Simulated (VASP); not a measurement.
Runs of VASP 6.6.1 on TaPb. The structure is that of space group P4/nmm (No. 129), or close to it. The cells are those of the table. 

| task | cell | k mesh | cutoff (eV) | gap on the mesh (eV) | pressure (GPa) | largest force (eV/Å) |
| --- | --- | --- | --- | --- | --- | --- |
| relaxation of cell and atoms | relaxed from a = 3.570, b = 3.570, c = 7.277 Å, 4 atoms | 6 × 6 × 4 | 600 | none | 0.1 | 0.02 |
| single point | a = 3.486, b = 3.486, c = 8.484 Å, 4 atoms | 14 × 14 × 6 | 520 | none | (a) | 0.01 |
| single point | a = 3.570, b = 3.570, c = 7.277 Å, 4 atoms | 6 × 6 × 4 | 520 | none | 1.4 | 0.03 |
| single point | a = 3.507, b = 3.507, c = 8.196 Å, 4 atoms | 6 × 6 × 4 | 520 | none | 0.1 | 0.02 |

Alike in all rows: level PBE; potentials or basis VASP PAW PBE potentials, release 64 (Ta_pv, Pb_d); no spin polarisation; smearing gaussian 0.1 eV.

**Question.** Fill in the values left out.

**Answer.** (a) 0.0.

Caveats: spin-orbit coupling is left out, which moves the levels of the heavy elements.

A k mesh can miss the band edges, and the runs leave out spin-orbit coupling on Pb, Ta.

A gap of «none» marks levels without a gap at the run's occupations.
